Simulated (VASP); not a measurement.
A run of VASP 6.6.1 is set up as follows.

Contents of INCAR:

```
PREC = Accurate
ENCUT = 650
EDIFF = 1E-6
ISMEAR = -1
SIGMA = 0.1
LREAL = F
LASPH = T
NELM = 120
ALGO = Normal
ISIF = 2
LWAVE = F
LCHARG = T
LELF = T
LVHAR = T
NBANDS = 58
GGA_COMPAT = F
```

Contents of KPOINTS:

```
regular mesh
0
Gamma
  3 3 3
```

The input POSCAR:

```
Li12In4H
1.0
    0.0000000000      6.5869380000      6.5869380000
    6.5869380000      0.0000000000      6.5869380000
    3.2934690000      3.2934690000      0.0000000000
Li In H
12 4 1
Direct
    0.1250000000      0.1250000000      0.2500000000
    0.3750000000      0.3750000000      0.7500000000
    0.2500000000      0.2500000000      0.5000000000
    0.1250000000      0.6250000000      0.2500000000
    0.3750000000      0.8750000000      0.7500000000
    0.2500000000      0.7500000000      0.5000000000
    0.6250000000      0.1250000000      0.2500000000
    0.8750000000      0.3750000000      0.7500000000
    0.7500000000      0.2500000000      0.5000000000
    0.6250000000      0.6250000000      0.2500000000
    0.8750000000      0.8750000000      0.7500000000
    0.7500000000      0.7500000000      0.5000000000
    0.0000000000      0.0000000000      0.0000000000
    0.0000000000      0.5000000000      0.0000000000
    0.5000000000      0.0000000000      0.0000000000
    0.5000000000      0.5000000000      0.0000000000
    0.0625000000      0.1875000000      0.6250000000
```

Potentials or basis: VASP PAW LDA potentials, release 64 (Li_sv, In_d, H).

Launch:

```sh
$ cat potpaw_LDA.64/Li_sv/POTCAR potpaw_LDA.64/In_d/POTCAR potpaw_LDA.64/H/POTCAR > POTCAR
$ mpirun -np 1 vasp_std > vasp.out
```

Problem. Predict the largest force.

Solution. 0.774 eV/Å.

Problem. Predict the pressure.

Solution. -1.5 GPa.

Problem. Predict the band gap on the k mesh.

Solution. Zero (an odd number of electrons rules out a gap without spin polarisation).

Forces in eV/Å, atoms in the order of the input:
```
Li   0.114  0.081  0.077
Li  -0.013 -0.027 -0.042
Li   0.013 -0.017  0.028
Li   0.022 -0.055  0.070
Li  -0.044  0.043  0.027
Li   0.010 -0.030  0.009
Li   0.011  0.004 -0.002
Li  -0.039  0.049  0.062
Li  -0.003 -0.042 -0.020
Li  -0.016  0.035  0.026
Li  -0.020 -0.037  0.092
Li  -0.021 -0.009 -0.014
In   0.033  0.334 -0.697
In  -0.001 -0.065  0.075
In   0.023 -0.050 -0.027
In  -0.043  0.029 -0.010
H   -0.026 -0.244  0.345
```

Caveat: the k points lie up to 0.45 Å⁻¹ apart, too coarse for converged energies and pressures of a metal; spin-orbit coupling is left out, which moves the levels of the heavy elements.
